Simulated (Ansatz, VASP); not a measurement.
Gd in VASP and in Ansatz

INCAR

```
ALGO = Normal
EDIFF = 1E-7
ENCUT = 520
GGA = PE
ISIF = 2
ISMEAR = 0
ISPIN = 2
LASPH = T
LCHARG = F
LMAXMIX = 6
LORBIT = 11
LREAL = F
LWAVE = F
MAGMOM = 7 7
NBANDS = 29
NELM = 150
PREC = Accurate
SIGMA = 0.027000000000000003
```

The input KPOINTS:

```
k-points
0
Gamma
  8 8 5
```

The input POSCAR:

```
Gd
1.0
    3.6360000000      0.0000000000      0.0000000000
   -1.8180000000      3.1488683682      0.0000000000
    0.0000000000      0.0000000000      5.7826000000
Gd
2
Direct
    0.6666666667      0.3333333333      0.7500000000
    0.3333333333      0.6666666667      0.2500000000
```

Contents of input.yaml:

```yaml
crystal:
  lattice:
    - [3.636, 0.0, 0.0]
    - [-1.818, 3.1488683682, 0.0]
    - [0.0, 0.0, 5.7826]
  atoms:
    - { symbol: Gd, position: [0.6666666667, 0.3333333333, 0.75], spin: 7.0 }
    - { symbol: Gd, position: [0.3333333333, 0.6666666667, 0.25], spin: 7.0 }
hamiltonian:
  xc: pbe
  pseudopotentials: { kind: paw }
magnetization:
  spin_polarized: true
kpoints:
  mp_grid: { grid: [8, 8, 5] }
scf:
  occupations: { method: gaussian, width: 0.027 }
output:
  forces: true
  stress: true
  eigenvalues: true
  write_density: true
  write_potential: true
  elf: true
  volumetric_format: npy
```

Alike in both runs: task single point; functional PBE; k mesh 8 × 8 × 5; occupations gaussian, width 0.027 eV; collinear spin.

|  | VASP | Ansatz |
| --- | --- | --- |
| version | VASP 6.6.1 | Ansatz 0.2.0 |
| potentials or method | VASP PAW PBE potentials, release 64 (Gd) | Ansatz PAW |
| plane-wave cutoff (eV) | 520 | 420 |
| valence electrons in the cell | 36 | 36 |

```tsv
	VASP	Ansatz	Ansatz less VASP
gap on the k mesh at the Fermi level (eV)	none	none	-
pressure (GPa)	0.4	0.6	+0.21
traceless stress, the component that is largest in VASP (GPa)	0.23	0.26	+0.024
net moment per atom (μB)	7.60	7.60	+0.001
size of the moment on the site where the two differ most (μB)	6.99	7.33	+0.346
```

Site moments also hang on the region over which each program counts them. A gap of «none» marks a metal or a gap that the smearing closes. With one functional, cell and mesh, what is left measures potentials, basis and numerics.

Spin-orbit coupling is off throughout.
